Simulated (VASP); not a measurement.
# Ta2N (P-31m) in VASP: single point with PBE

Aim: the single point of Ta2N with PBE.

Program: VASP 6.6.1. These are calculated values, not measurements. Logs are shortened: lines on timing, memory, paths and dates and some standing lists are left out, and cuts for length are marked.

## 1. The cell of the first run

It takes space group P-31m (No. 162, trigonal). The conventional cell has a = 5.297 Å, b = 5.297 Å, c = 4.939 Å, α = 90.00°, β = 90.00°, γ = 120.00°. Ta (site symmetry m) has 3 N at 2.15 to 2.16 Å within 2.8 Å. N (site symmetry 32) has 6 Ta at 2.16 Å within 2.9 Å. N (site symmetry -3m) has 6 Ta at 2.15 Å within 2.8 Å.

## 2. Single point, PBE

INCAR reads:

```
PREC = Accurate
ENCUT = 520
EDIFF = 1E-6
ISMEAR = 0
SIGMA = 0.1
LREAL = False
LASPH = True
NELM = 80
ALGO = Normal
ISIF = 2
LWAVE = False
LCHARG = False
GGA = PE
NBANDS = 50
```

KPOINTS reads:

```
regular mesh
0
Gamma
  6 6 4
```

POSCAR reads:

```
Ta2N
1.0
    5.2965721900      0.0000000000      0.0000000000
   -2.6482860900      4.5869660700      0.0000000000
    0.0000000000      0.0000000000      4.9391827600
Ta N
6 3
Direct
    0.6663616700      0.6663616700      0.7536182400
    0.0000000000      0.3336383300      0.7536182400
    0.3336383300      0.0000000000      0.7536182400
    0.3336383300      0.3336383300      0.2463817600
    0.0000000000      0.6663616700      0.2463817600
    0.6663616700      0.0000000000      0.2463817600
    0.6666666700      0.3333333300      0.5000000000
    0.3333333300      0.6666666700      0.5000000000
    0.0000000000      0.0000000000      0.0000000000
```

Potentials or basis: VASP PAW PBE potentials, release 64 (Ta_pv, N).

Launch:

```bash
$ cat potpaw_PBE.64/Ta_pv/POTCAR potpaw_PBE.64/N/POTCAR > POTCAR
$ mpirun -np 1 vasp_std > vasp.out
```

OUTCAR:

```text
PREC = Accurate
   ENCUT = 520
   EDIFF = 1E-6
   ISMEAR = 0
   LREAL = False
   LASPH = True
   NELM = 80
   ISIF = 2
   GGA = PE

 ion  position               nearest neighbor table
   1  0.666  0.666  0.754-   9 2.15   7 2.16   8 2.16   4 3.00   6 3.01   5 3.01   3 3.06   2 3.06
                             3 3.06   2 3.06   2 3.06   3 3.06   4 3.06   6 3.07   5 3.07
   2  0.000  0.334  0.754-   9 2.15   7 2.16   8 2.16   5 3.00   4 3.01   6 3.01   1 3.06   3 3.06
                             1 3.06   3 3.06   3 3.06   1 3.06   5 3.06   4 3.07   6 3.07
   3  0.334  0.000  0.754-   9 2.15   8 2.16   7 2.16   6 3.00   4 3.01   5 3.01   1 3.06   1 3.06
                             2 3.06   2 3.06   2 3.06   1 3.06   6 3.06   4 3.07   5 3.07
   4  0.334  0.334  0.246-   9 2.15   8 2.16   7 2.16   1 3.00   3 3.01   2 3.01   6 3.06   5 3.06
                             6 3.06   5 3.06   5 3.06   6 3.06   1 3.06   3 3.07   2 3.07
   5  0.000  0.666  0.246-   9 2.15   8 2.16   7 2.16   2 3.00   1 3.01   3 3.01   4 3.06   6 3.06
                             4 3.06   6 3.06   6 3.06   4 3.06   2 3.06   1 3.07   3 3.07
   6  0.666  0.000  0.246-   9 2.15   7 2.16   8 2.16   3 3.00   1 3.01   2 3.01   4 3.06   4 3.06
                             5 3.06   5 3.06   5 3.06   4 3.06   3 3.06   1 3.07   2 3.07
   7  0.667  0.333  0.500-   6 2.16   2 2.16   3 2.16   5 2.16   1 2.16   4 2.16
   8  0.333  0.667  0.500-   3 2.16   5 2.16   6 2.16   2 2.16   4 2.16   1 2.16
   9  0.000  0.000  0.000-   2 2.15   5 2.15   3 2.15   6 2.15   1 2.15   4 2.15

  LATTYP: Found a hexagonal cell.
 ALAT       =     5.2965721900
 C/A-ratio  =     0.9325243918

  Lattice vectors:

 A1 = (   5.2965721900,   0.0000000000,   0.0000000000)
 A2 = (  -2.6482860900,   4.5869660700,   0.0000000000)
 A3 = (   0.0000000000,   0.0000000000,   4.9391827600)

Analysis of symmetry for initial positions (statically):
=====================================================================
 Subroutine PRICEL returns:
 Original cell was already a primitive cell.

 Routine SETGRP: Setting up the symmetry group for a
 hexagonal supercell.

 Subroutine GETGRP returns: Found 12 space group operations
 (whereof 12 operations were pure point group operations)
 out of a pool of 24 trial point group operations.

The static configuration has the point symmetry D_3d.

Analysis of symmetry for dynamics (positions and initial velocities):
=====================================================================
 Subroutine PRICEL returns:
 Original cell was already a primitive cell.

 Routine SETGRP: Setting up the symmetry group for a
 hexagonal supercell.

 Subroutine GETGRP returns: Found 12 space group operations
 (whereof 12 operations were pure point group operations)
 out of a pool of 24 trial point group operations.

The dynamic configuration has the point symmetry D_3d.

 Subroutine INISYM returns: Found 12 space group operations
 (whereof 12 operations are pure point group operations),
 and found     1 'primitive' translations

----------------------------------------------------------------------------------------

                                     Primitive cell

  volume of cell :     119.9984

  direct lattice vectors                    reciprocal lattice vectors
     5.296572190  0.000000000  0.000000000     0.188801354  0.109004512  0.000000000
    -2.648286090  4.586966070  0.000000000     0.000000000  0.218009025  0.000000000
     0.000000000  0.000000000  4.939182760     0.000000000  0.000000000  0.202462644

  length of vectors
     5.296572190  5.296572188  4.939182760     0.218009025  0.218009025  0.202462644

  position of ions in fractional coordinates (direct lattice)
     0.666361670  0.666361670  0.753618240
     0.000000000  0.333638330  0.753618240
     0.333638330  0.000000000  0.753618240
     0.333638330  0.333638330  0.246381760
     0.000000000  0.666361670  0.246381760
     0.666361670  0.000000000  0.246381760
     0.666666670  0.333333330  0.500000000
     0.333333330  0.666666670  0.500000000
     0.000000000  0.000000000  0.000000000

  ion indices of the primitive-cell ions
   primitive index   ion index
                 1           1
                 2           2
                 3           3
                 4           4
                 5           5
                 6           6
                 7           7
                 8           8
                 9           9

----------------------------------------------------------------------------------------

 KPOINTS: regular mesh

Automatic generation of k-mesh.
 Grid dimensions read from file:
 generate k-points for:    6    6    4

 Generating k-lattice:

  Cartesian coordinates                     Fractional coordinates (reciprocal lattice)
     0.031466892  0.018167419  0.000000000     0.166666667  0.000000000  0.000000000
     0.000000000  0.036334837  0.000000000     0.000000000  0.166666667  0.000000000
     0.000000000  0.000000000  0.050615661     0.000000000  0.000000000  0.250000000

  Length of vectors
     0.036334837  0.036334837  0.050615661

  Shift w.r.t. Gamma in fractional coordinates (k-lattice)
     0.000000000  0.000000000  0.000000000

 Subroutine IBZKPT returns following result:
 ===========================================

 Found     24 irreducible k-points:

 Following reciprocal coordinates:
            Coordinates               Weight
  0.000000  0.000000  0.000000      1.000000
  0.166667 -0.000000  0.000000      6.000000
  0.333333 -0.000000  0.000000      6.000000
  0.500000 -0.000000  0.000000      3.000000
  0.166667  0.166667  0.000000      6.000000
  0.333333  0.166667  0.000000     12.000000
[... 16 lines left out ...]
  0.333333  0.166667  0.500000     12.000000
  0.333333  0.333333  0.500000      2.000000
   k-points           NKPTS =     24   k-points in BZ     NKDIM =     24   number of bands    NBANDS=     50
   number of dos      NEDOS =    301   number of ions     NIONS =      9
   total plane-waves  NPLWV =  64000
   dimension x,y,z NGX =    40 NGY =   40 NGZ =   40
   dimension x,y,z NGXF=    80 NGYF=   80 NGZF=   80
   ions per type =               6   3
   NGX,Y,Z   is equivalent  to a cutoff of  12.55, 12.55, 13.46 a.u.
   NGXF,Y,Z  is equivalent  to a cutoff of  25.11, 25.11, 26.93 a.u.
 SYSTEM =  unknown system
   PREC   = accura    normal or accurate (medium, high low for compatibility)
   ISTART =      0    job   : 0-new  1-cont  2-samecut
   ICHARG =      2    charge: 1-file 2-atom 10-const
   ISPIN  =      1    spin polarized calculation?
   LNONCOLLINEAR =      F non collinear calculations
   LSORBIT =      F    spin-orbit coupling
   LASPH  =      T    aspherical Exc in radial PAW
   ENCUT  =  520.0 eV  38.22 Ry    6.18 a.u.   9.85  9.85  9.18*2*pi/ulx,y,z
   NELM   =     80;   NELMIN=  2; NELMDL= -5     # of ELM steps
   EDIFF  = 0.1E-05   stopping-criterion for ELM
   LREAL  =      F    real-space projection
   EDIFFG = 0.1E-04   stopping-criterion for IOM
   NSW    =      0    number of steps for IOM
   IBRION =     -1    ionic relax: 0-MD 1-quasi-New 2-CG
   NFREE  =      0    steps in history (QN), initial steepest desc. (CG)
   ISIF   =      2    stress and relaxation
   ISYM   =      2    0-nonsym 1-usesym 2-fastsym
   POTIM  = 0.5000    time-step for ionic-motion
   TEBEG  =    0.0;   TEEND  =   0.0 temperature during run
   PSTRESS=    0.0 pullay stress
   NELECT =      81.0000    total number of electrons
   NUPDOWN=      -1.0000    fix difference up-down
   EMIN   =  10.00;   EMAX   =-10.00  energy-range for DOS
   EFERMI =   0.00;   METHOD = LEGACY
   ISMEAR =     0;   SIGMA  =   0.10  broadening in eV -4-tet -1-fermi 0-gaus
   EFERMI_NEDOS =   21; number of points for ismear=-14 and -15
   IALGO  =     38    algorithm
   IMIX   =      4    mixing-type and parameters
     AMIX     =   0.40;   BMIX     =  1.00
     AMIX_MAG =   1.60;   BMIX_MAG =  1.00
  volume/ion in A,a.u.               =      13.33        89.98
  Fermi-wavevector in a.u.,A,eV,Ry     =   1.436078  2.713794 28.059563  2.062320
  Thomas-Fermi vector in A             =   2.555306
   LORBIT       =      0    0 simple, 1 ext, 2 COOP (PROOUT), +10 PAW based schemes
   GGA     = PE    functional components
   LHFCALC =     F    Hartree Fock is set to
   AEXX    =    0.0000 exact exchange contribution
   IVDW    =     0    specifies the selected vdW correction
   LEPSILON=     F    determine dielectric tensor
   LRPA    =     F    only Hartree local field effects (RPA)
 non-spin polarized calculation
 Gauss-broadening in eV      SIGMA  =   0.10
  energy-cutoff  :      520.00
  volume of cell :      120.00
 maximum number of plane-waves:      3258
   NGX = 19   NGY = 19   NGZ = 19

 number of electron      81.0000001 magnetization

 Free energy of the ion-electron system (eV)
  ---------------------------------------------------
  ext. energy  EPLUGINS =         0.00000000
  ---------------------------------------------------
  free energy    TOTEN  =      -104.19016320 eV

  energy without entropy =     -104.17891312  energy(sigma->0) =     -104.18453816

 E-fermi :   7.4469     XC(G=0): -12.9556

 val. band max:        7.4364375729   @ k =   0.1667   0.1667   0.0000
 cond. band min:       7.4665418836   @ k =   0.1667  -0.0000   0.5000
 fundamental gap:      0.0301043106
 Fermi energy:         7.4469150691

 k-point     1 :       0.0000    0.0000    0.0000
  band No.  band energies     occupation
      1     -28.2521      2.00000
      2     -27.8759      2.00000
      3     -27.7198      2.00000
      4     -27.7198      2.00000
      5     -27.6940      2.00000
      6     -27.6940      2.00000
[... 42 lines left out ...]
     49      10.4243      0.00000
     50      11.0528      0.00000

 k-point     2 :       0.1667   -0.0000    0.0000
  band No.  band energies     occupation
      1     -28.2263      2.00000
      2     -27.9023      2.00000
      3     -27.7756      2.00000
      4     -27.7620      2.00000
      5     -27.7241      2.00000
      6     -27.6468      2.00000
[... 1158 lines left out ...]
 k-point    24 :       0.3333    0.3333    0.5000
  band No.  band energies     occupation
      1     -28.0726      2.00000
      2     -27.9959      2.00000
      3     -27.9958      2.00000
      4     -27.7568      2.00000
      5     -27.7568      2.00000
      6     -27.6528      2.00000
[... 42 lines left out ...]
     49      10.4189      0.00000
     50      10.4206      0.00000

------------------------ aborting loop because EDIFF is reached ----------------------------------------

  FORCE on cell =-STRESS in cart. coord.  units (eV):
  Direction    XX          YY          ZZ          XY          YZ          ZX
  --------------------------------------------------------------------------------------
  -------------------------------------------------------------------------------------
  Total        2.5528710      2.5528710      2.2625708      0.0000000      0.0000000      0.0000000
  in kB       34.0850502     34.0850502     30.2090619      0.0000000      0.0000000      0.0000000
  external PRESSURE =      32.7930541 kB  Pullay stress =       0.0000000 kB

 VOLUME and BASIS-vectors are now :
 -----------------------------------------------------------------------------
  energy-cutoff  :      520.00
  volume of cell :      120.00
      direct lattice vectors                 reciprocal lattice vectors
     5.296572190  0.000000000  0.000000000     0.188801354  0.109004512  0.000000000
    -2.648286090  4.586966070  0.000000000     0.000000000  0.218009025  0.000000000
     0.000000000  0.000000000  4.939182760     0.000000000  0.000000000  0.202462644

 POSITION                                       TOTAL-FORCE (eV/Angst)
 -----------------------------------------------------------------------------------
      1.76472      3.05658      3.72226         0.018122      0.031389     -0.010753
     -0.88357      1.53039      3.72226         0.018122     -0.031389     -0.010753
      1.76714      0.00000      3.72226        -0.036245      0.000000     -0.010753
      0.88357      1.53039      1.21692        -0.018122     -0.031389      0.010753
     -1.76472      3.05658      1.21692        -0.018122      0.031389      0.010753
      3.52943      0.00000      1.21692         0.036245      0.000000      0.010753
      2.64829      1.52899      2.46959         0.000000      0.000000      0.000000
     -0.00000      3.05798      2.46959         0.000000      0.000000      0.000000
      0.00000      0.00000      0.00000         0.000000      0.000000      0.000000
 -----------------------------------------------------------------------------------
    total drift:                               -0.000000     -0.000000     -0.000000

  FREE ENERGIE OF THE ION-ELECTRON SYSTEM (eV)
  ---------------------------------------------------
  free  energy   TOTEN  =      -104.1901632037 eV

  energy  without entropy=     -104.1789131197  energy(sigma->0) =     -104.18453816
```

It took 2.3 min on 1 thread of AMD EPYC 7R43 (Zen 3), shared host; peak memory 0.26 GiB.

Results:

```yaml
Free_energy: -104.1902 eV
Pressure: 3.3 GPa
Largest_force: 0.038 eV/Å
```

Forces on the atoms (eV/Å):
```
Ta   0.018  0.031 -0.011
Ta   0.018 -0.031 -0.011
Ta  -0.036  0.000 -0.011
Ta  -0.018 -0.031  0.011
Ta  -0.018  0.031  0.011
Ta   0.036  0.000  0.011
N    0.000  0.000  0.000
N    0.000  0.000  0.000
N    0.000  0.000  0.000
```

Stress tensor (GPa, compression positive):
```
3.41 0.00 0.00
0.00 3.41 0.00
0.00 0.00 3.02
```

Caveat: spin-orbit coupling is left out, which moves the levels of the heavy elements.
